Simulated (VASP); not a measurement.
Mg, 2 atoms in the cell. It takes space group I4/mmm (No. 139, tetragonal). The conventional cell has a = 3.671 Å, b = 3.671 Å, c = 3.308 Å, α = 90.00°, β = 90.00°, γ = 90.00°. Within 4.1 Å of Mg (site symmetry 4/mmm) lie 14 Mg at 3.08 to 3.67 Å.  This cell differs from its parent crystal: strain along c alone, the other axes held: -3.0 %.

- Program: VASP 6.6.1
- Task: single point
- Functional: PBE
- Potentials or basis: VASP PAW PBE potentials, release 64 (Mg)
- Cutoff: 520 eV
- k mesh: 12 × 12 × 12
- Occupations: gaussian, width 0.1 eV
- Spin: no spin polarisation
- Dipole correction: no
- Further INCAR settings: ALGO = Normal; EDIFF = 1e-06; NBANDS = 9

Potentials or basis: VASP PAW PBE potentials, release 64 (Mg).

Run with:

```bash
$ cat potpaw_PBE.64/Mg/POTCAR > POTCAR
$ mpirun -np 1 vasp_std > vasp.out
```

Hardware: 1 thread of Intel(R) Xeon(R) Platinum 8259CL CPU @ 2.50GHz (Skylake/Cascade Lake), on a shared host.

How long does it take, and how much memory?

Wall time 33 s on 1 thread of Intel(R) Xeon(R) Platinum 8259CL CPU @ 2.50GHz (Skylake/Cascade Lake), on a shared host, peak memory 0.21 GiB. Counts: scf iterations 10, k points 196.
